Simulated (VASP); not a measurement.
# BaMo (P2_13) in VASP: single point with PBE

Aim: the single point of BaMo with PBE.

Program: VASP 6.6.1. These are calculated values, not measurements. Logs are shortened: lines on timing, memory, paths and dates and some standing lists are left out, and cuts for length are marked.

## Step 1: The cell of the first run

Symmetry: P2_13, No. 198, cubic system. Conventional cell: a = 5.868 Å, b = 5.868 Å, c = 5.868 Å, α = 90.00°, β = 90.00°, γ = 90.00°. Within 4.0 Å of Ba (site symmetry 3) lie 7 Mo at 3.03 to 3.27 Å and 6 Ba at 3.67 Å. Mo (site symmetry 3) has 7 Ba at 3.03 to 3.27 Å and 6 Mo at 3.62 Å within 4.0 Å.

## Step 2: Single point, PBE

Input file INCAR:

```
SYSTEM = BaMo
PREC = Accurate
ENCUT = 520
EDIFF = 1E-6
ISMEAR = 0
SIGMA = 0.1
LREAL = .FALSE.
LASPH = .TRUE.
NELM = 60
ALGO = Fast
ISIF = 2
LWAVE = .FALSE.
LCHARG = .TRUE.
GGA = PE
LELF = .TRUE.
LVHAR = .TRUE.
NBANDS = 58
```

Input file KPOINTS:

```
Automatic mesh
0
G
  8 8 8
  0 0 0
```

Input file POSCAR:

```
BaMo
1.0
    5.8684658286      0.0000000000      0.0000000000
    0.0000000000      5.8684658286      0.0000000000
    0.0000000000      0.0000000000      5.8684658286
Ba Mo
4 4
Direct
    0.1685873954      0.1685873954      0.1685873954
    0.3314126046      0.8314126046      0.6685873954
    0.6685873954      0.3314126046      0.8314126046
    0.8314126046      0.6685873954      0.3314126046
    0.8470200145      0.8470200145      0.8470200145
    0.6529799855      0.1529799855      0.3470200145
    0.3470200145      0.6529799855      0.1529799855
    0.1529799855      0.3470200145      0.6529799855
```

Potentials or basis: VASP PAW PBE potentials, release 64 (Ba_sv, Mo_sv).

Run with:

```
$ cat potpaw_PBE.64/Ba_sv/POTCAR potpaw_PBE.64/Mo_sv/POTCAR > POTCAR
$ mpirun -np 1 vasp_std > vasp.out
```

OUTCAR:

```text
SYSTEM = BaMo
   PREC = Accurate
   ENCUT = 520
   EDIFF = 1E-6
   ISMEAR = 0
   LREAL = .FALSE.
   LASPH = .TRUE.
   NELM = 60
   ISIF = 2
   GGA = PE

 ion  position               nearest neighbor table
   1  0.169  0.169  0.169-   6 3.03   7 3.03   8 3.03   8 3.20   7 3.20   6 3.20   5 3.27   2 3.67
                             3 3.67   4 3.67   4 3.67   3 3.67   2 3.67
   2  0.331  0.831  0.669-   5 3.03   7 3.03   8 3.03   8 3.20   5 3.20   7 3.20   6 3.27   4 3.67
                             1 3.67   1 3.67   3 3.67   3 3.67   4 3.67
   3  0.669  0.331  0.831-   5 3.03   6 3.03   8 3.03   6 3.20   5 3.20   8 3.20   7 3.27   4 3.67
                             1 3.67   4 3.67   2 3.67   1 3.67   2 3.67
   4  0.831  0.669  0.331-   5 3.03   6 3.03   7 3.03   5 3.20   7 3.20   6 3.20   8 3.27   3 3.67
                             1 3.67   3 3.67   1 3.67   2 3.67   2 3.67
   5  0.847  0.847  0.847-   2 3.03   3 3.03   4 3.03   4 3.20   3 3.20   2 3.20   1 3.27
   6  0.653  0.153  0.347-   1 3.03   3 3.03   4 3.03   4 3.20   1 3.20   3 3.20   2 3.27
   7  0.347  0.653  0.153-   1 3.03   2 3.03   4 3.03   2 3.20   1 3.20   4 3.20   3 3.27
   8  0.153  0.347  0.653-   1 3.03   2 3.03   3 3.03   1 3.20   3 3.20   2 3.20   4 3.27

  LATTYP: Found a simple cubic cell.
 ALAT       =     5.8684658286

  Lattice vectors:

 A1 = (   5.8684658286,   0.0000000000,   0.0000000000)
 A2 = (   0.0000000000,   5.8684658286,   0.0000000000)
 A3 = (   0.0000000000,   0.0000000000,   5.8684658286)

Analysis of symmetry for initial positions (statically):
=====================================================================
 Subroutine PRICEL returns:
 Original cell was already a primitive cell.

 Routine SETGRP: Setting up the symmetry group for a
 simple cubic supercell.

 Subroutine GETGRP returns: Found 12 space group operations
 (whereof  3 operations were pure point group operations)
 out of a pool of 48 trial point group operations.

The static configuration has the point symmetry C_3 .
 The point group associated with its full space group is T   .

Analysis of symmetry for dynamics (positions and initial velocities):
=====================================================================
 Subroutine PRICEL returns:
 Original cell was already a primitive cell.

 Routine SETGRP: Setting up the symmetry group for a
 simple cubic supercell.

 Subroutine GETGRP returns: Found 12 space group operations
 (whereof  3 operations were pure point group operations)
 out of a pool of 48 trial point group operations.

The dynamic configuration has the point symmetry C_3 .
 The point group associated with its full space group is T   .

 Subroutine INISYM returns: Found 12 space group operations
 (whereof  3 operations are pure point group operations),
 and found     1 'primitive' translations

----------------------------------------------------------------------------------------

                                     Primitive cell

  volume of cell :     202.1035

  direct lattice vectors                    reciprocal lattice vectors
     5.868465829  0.000000000  0.000000000     0.170402287  0.000000000  0.000000000
     0.000000000  5.868465829  0.000000000     0.000000000  0.170402287  0.000000000
     0.000000000  0.000000000  5.868465829     0.000000000  0.000000000  0.170402287

  length of vectors
     5.868465829  5.868465829  5.868465829     0.170402287  0.170402287  0.170402287

  position of ions in fractional coordinates (direct lattice)
     0.168587395  0.168587395  0.168587395
     0.331412605  0.831412605  0.668587395
     0.668587395  0.331412605  0.831412605
     0.831412605  0.668587395  0.331412605
     0.847020015  0.847020015  0.847020015
     0.652979985  0.152979985  0.347020015
     0.347020015  0.652979985  0.152979985
     0.152979985  0.347020015  0.652979985

  ion indices of the primitive-cell ions
   primitive index   ion index
                 1           1
                 2           2
                 3           3
                 4           4
                 5           5
                 6           6
                 7           7
                 8           8

----------------------------------------------------------------------------------------

 KPOINTS: Automatic mesh

Automatic generation of k-mesh.
 Grid dimensions read from file:
 generate k-points for:    8    8    8

 Generating k-lattice:

  Cartesian coordinates                     Fractional coordinates (reciprocal lattice)
     0.021300286  0.000000000  0.000000000     0.125000000  0.000000000  0.000000000
     0.000000000  0.021300286  0.000000000     0.000000000  0.125000000  0.000000000
     0.000000000  0.000000000  0.021300286     0.000000000  0.000000000  0.125000000

  Length of vectors
     0.021300286  0.021300286  0.021300286

  Shift w.r.t. Gamma in fractional coordinates (k-lattice)
     0.000000000  0.000000000  0.000000000

 Subroutine IBZKPT returns following result:
 ===========================================

 Found     45 irreducible k-points:

 Following reciprocal coordinates:
            Coordinates               Weight
  0.000000  0.000000  0.000000      1.000000
  0.125000  0.000000  0.000000      6.000000
  0.250000  0.000000  0.000000      6.000000
  0.375000  0.000000  0.000000      6.000000
  0.500000  0.000000  0.000000      3.000000
  0.125000  0.125000  0.000000     12.000000
[... 16 lines left out ...]
  0.250000  0.125000  0.125000     24.000000
  0.375000  0.125000  0.125000     24.000000
 [... further k-points ...]
   k-points           NKPTS =     45   k-points in BZ     NKDIM =     45   number of bands    NBANDS=     58
   number of dos      NEDOS =    301   number of ions     NIONS =      8
   total plane-waves  NPLWV = 110592
   dimension x,y,z NGX =    48 NGY =   48 NGZ =   48
   dimension x,y,z NGXF=    96 NGYF=   96 NGZF=   96
   ions per type =               4   4
   NGX,Y,Z   is equivalent  to a cutoff of  13.60, 13.60, 13.60 a.u.
   NGXF,Y,Z  is equivalent  to a cutoff of  27.20, 27.20, 27.20 a.u.
 SYSTEM =  BaMo
   PREC   = accura    normal or accurate (medium, high low for compatibility)
   ISTART =      0    job   : 0-new  1-cont  2-samecut
   ICHARG =      2    charge: 1-file 2-atom 10-const
   ISPIN  =      1    spin polarized calculation?
   LNONCOLLINEAR =      F non collinear calculations
   LSORBIT =      F    spin-orbit coupling
   LASPH  =      T    aspherical Exc in radial PAW
   ENCUT  =  520.0 eV  38.22 Ry    6.18 a.u.  10.91 10.91 10.91*2*pi/ulx,y,z
   NELM   =     60;   NELMIN=  2; NELMDL= -5     # of ELM steps
   EDIFF  = 0.1E-05   stopping-criterion for ELM
   LREAL  =      F    real-space projection
   EDIFFG = 0.1E-04   stopping-criterion for IOM
   NSW    =      0    number of steps for IOM
   IBRION =     -1    ionic relax: 0-MD 1-quasi-New 2-CG
   NFREE  =      0    steps in history (QN), initial steepest desc. (CG)
   ISIF   =      2    stress and relaxation
   ISYM   =      2    0-nonsym 1-usesym 2-fastsym
   POTIM  = 0.5000    time-step for ionic-motion
   TEBEG  =    0.0;   TEEND  =   0.0 temperature during run
   PSTRESS=    0.0 pullay stress
   NELECT =      96.0000    total number of electrons
   NUPDOWN=      -1.0000    fix difference up-down
   EMIN   =  10.00;   EMAX   =-10.00  energy-range for DOS
   EFERMI =   0.00;   METHOD = LEGACY
   ISMEAR =     0;   SIGMA  =   0.10  broadening in eV -4-tet -1-fermi 0-gaus
   EFERMI_NEDOS =   21; number of points for ismear=-14 and -15
   IALGO  =     68    algorithm
   IMIX   =      4    mixing-type and parameters
     AMIX     =   0.40;   BMIX     =  1.00
     AMIX_MAG =   1.60;   BMIX_MAG =  1.00
  volume/ion in A,a.u.               =      25.26       170.48
  Fermi-wavevector in a.u.,A,eV,Ry     =   1.277342  2.413827 22.199315  1.631604
  Thomas-Fermi vector in A             =   2.409947
   LORBIT       =      0    0 simple, 1 ext, 2 COOP (PROOUT), +10 PAW based schemes
   GGA     = PE    functional components
   LHFCALC =     F    Hartree Fock is set to
   AEXX    =    0.0000 exact exchange contribution
   IVDW    =     0    specifies the selected vdW correction
   LEPSILON=     F    determine dielectric tensor
   LRPA    =     F    only Hartree local field effects (RPA)
 non-spin polarized calculation
 RMM-DIIS sequential band-by-band and
 Gauss-broadening in eV      SIGMA  =   0.10
  energy-cutoff  :      520.00
  volume of cell :      202.10
 maximum number of plane-waves:      5520
 NGX is ok and might be reduce to    48
   NGX = 21   NGY = 21   NGZ = 21

 number of electron      96.0000006 magnetization

 Free energy of the ion-electron system (eV)
  ---------------------------------------------------
  ext. energy  EPLUGINS =         0.00000000
  ---------------------------------------------------
  free energy    TOTEN  =       -36.08050084 eV

  energy without entropy =      -36.00369158  energy(sigma->0) =      -36.04209621

 E-fermi :   6.0432     XC(G=0): -10.8557

 val. band max:        6.0330332719   @ k =   0.3750   0.1250   0.1250
 cond. band min:       6.0480935826   @ k =   0.3750   0.3750   0.1250
 fundamental gap:      0.0150603108
 Fermi energy:         6.0432266146

 k-point     1 :       0.0000    0.0000    0.0000
  band No.  band energies     occupation
      1     -54.4516      2.00000
      2     -54.4456      2.00000
      3     -54.4456      2.00000
      4     -54.4456      2.00000
      5     -28.6491      2.00000
      6     -28.6491      2.00000
[... 50 lines left out ...]
     57       8.2040      0.00000
     58       8.5766      0.00000

 k-point     2 :       0.1250    0.0000    0.0000
  band No.  band energies     occupation
      1     -54.4514      2.00000
      2     -54.4462      2.00000
      3     -54.4455      2.00000
      4     -54.4451      2.00000
      5     -28.6542      2.00000
      6     -28.6505      2.00000
[... 50 lines left out ...]
     57       8.2358      0.00000
     58       8.4741      0.00000
[... 1279 lines left out ...]
     57       8.0563      0.00000
     58       8.3928      0.00000

 k-point    24 :       0.3750    0.1250    0.1250
  band No.  band energies     occupation
      1     -54.4499      2.00000
      2     -54.4481      2.00000
      3     -54.4454      2.00000
      4     -54.4449      2.00000
      5     -28.6606      2.00000
      6     -28.6569      2.00000
[... 50 lines left out ...]
     57       7.7610      0.00000
     58       8.0972      0.00000

 [... further k-points ...]

------------------------ aborting loop because EDIFF is reached ----------------------------------------

  FORCE on cell =-STRESS in cart. coord.  units (eV):
  Direction    XX          YY          ZZ          XY          YZ          ZX
  --------------------------------------------------------------------------------------
  -------------------------------------------------------------------------------------
  Total        3.0933647      3.0933647      3.0933647      0.0000000      0.0000000      0.0000000
  in kB       24.5226817     24.5226817     24.5226817      0.0000000      0.0000000      0.0000000
  external PRESSURE =      24.5226817 kB  Pullay stress =       0.0000000 kB

 VOLUME and BASIS-vectors are now :
 -----------------------------------------------------------------------------
  energy-cutoff  :      520.00
  volume of cell :      202.10
      direct lattice vectors                 reciprocal lattice vectors
     5.868465829  0.000000000  0.000000000     0.170402287  0.000000000  0.000000000
     0.000000000  5.868465829  0.000000000     0.000000000  0.170402287  0.000000000
     0.000000000  0.000000000  5.868465829     0.000000000  0.000000000  0.170402287

 POSITION                                       TOTAL-FORCE (eV/Angst)
 -----------------------------------------------------------------------------------
      0.98935      0.98935      0.98935        -0.019380     -0.019380     -0.019380
      1.94488      4.87912      3.92358         0.019380      0.019380     -0.019380
      3.92358      1.94488      4.87912        -0.019380      0.019380      0.019380
      4.87912      3.92358      1.94488         0.019380     -0.019380      0.019380
      4.97071      4.97071      4.97071        -0.008108     -0.008108     -0.008108
      3.83199      0.89776      2.03648         0.008108      0.008108     -0.008108
      2.03648      3.83199      0.89776        -0.008108      0.008108      0.008108
      0.89776      2.03648      3.83199         0.008108     -0.008108      0.008108
 -----------------------------------------------------------------------------------
    total drift:                                0.000000      0.000000      0.000000

  FREE ENERGIE OF THE ION-ELECTRON SYSTEM (eV)
  ---------------------------------------------------
  free  energy   TOTEN  =       -36.0805008399 eV

  energy  without entropy=      -36.0036915751  energy(sigma->0) =      -36.04209621
```

It took 19 min on 1 thread of Intel Xeon Platinum 8375C at 2.90GHz (Ice Lake), shared host; peak memory 0.59 GiB.

What came out:

```yaml
Free_energy: -36.0805 eV
Pressure: 2.5 GPa
Largest_force: 0.034 eV/Å
Band_gap_on_the_k_mesh: zero (bands 48 and 49 overlap by 0.13 eV)
```

Forces on the atoms (eV/Å):
```
Ba  -0.019 -0.019 -0.019
Ba   0.019  0.019 -0.019
Ba  -0.019  0.019  0.019
Ba   0.019 -0.019  0.019
Mo  -0.008 -0.008 -0.008
Mo   0.008  0.008 -0.008
Mo  -0.008  0.008  0.008
Mo   0.008 -0.008  0.008
```

Caveat: spin-orbit coupling is left out, which moves the levels of the heavy elements.
